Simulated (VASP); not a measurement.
A run of VASP 6.6.1:

The input POSCAR:

```
SnSe
1.0
    4.1567675965      0.0000000000      0.0000000000
    0.0000000000      4.1567675965      0.0000000000
    0.0000000000      0.0000000000     11.1555525119
Sn Se
2 2
Direct
    0.5000000000      0.0000000000      0.3722291100
    0.0000000000      0.5000000000      0.6277708900
    0.5000000000      0.0000000000      0.6160394900
    0.0000000000      0.5000000000      0.3839605100
```

File INCAR.step1:

```
PREC     = Accurate       # precision mode
ENCUT    = 520            # plane-wave cutoff, eV
ISMEAR   = 0              # smearing method
SIGMA    = 0.05           # smearing width, eV
LREAL    = F              # projectors in reciprocal space
LASPH    = T              # aspherical terms in the spheres
NELM     = 100            # most SCF steps
NBANDS   = 28             # bands
GGA      = PE             # functional
ALGO     = Normal         # electronic algorithm
EDIFF    = 1E-4           # SCF threshold, eV
LWAVE    = T              # write WAVECAR
LCHARG   = F              # write CHGCAR
```

The input INCAR.step2:

```
PREC     = Accurate       # precision mode
ENCUT    = 520            # plane-wave cutoff, eV
EDIFF    = 1E-6           # SCF threshold, eV
ISMEAR   = 0              # smearing method
SIGMA    = 0.05           # smearing width, eV
LREAL    = F              # projectors in reciprocal space
LASPH    = T              # aspherical terms in the spheres
NELM     = 100            # most SCF steps
ALGO     = Normal         # electronic algorithm
ISIF     = 2              # what is computed and relaxed
LWAVE    = F              # write WAVECAR
LCHARG   = F              # write CHGCAR
METAGGA  = R2SCAN         # meta-GGA
LMIXTAU  = T            
NBANDS   = 28             # bands
ISTART   = 1
```

KPOINTS

```
Automatic mesh
0
Gamma
  6 6 4
```

Potentials or basis: VASP PAW PBE potentials, release 64 (Sn_d, Se).

Launch:

```sh
$ cat potpaw_PBE.64/Sn_d/POTCAR potpaw_PBE.64/Se/POTCAR > POTCAR
$ cp INCAR.step1 INCAR
$ mpirun -np 1 vasp_std > vasp.out
$ cp INCAR.step2 INCAR
$ mpirun -np 1 vasp_std > vasp.out
```

Hardware: 1 thread of Intel(R) Xeon(R) Platinum 8488C (Sapphire Rapids) (shared host).

**Question.** Estimate the wall time of this run.

**Answer.** It took 5.9 min on 1 thread of Intel(R) Xeon(R) Platinum 8488C (Sapphire Rapids), with other jobs on the host, peak memory 0.4 GiB. Counts: k points 30.
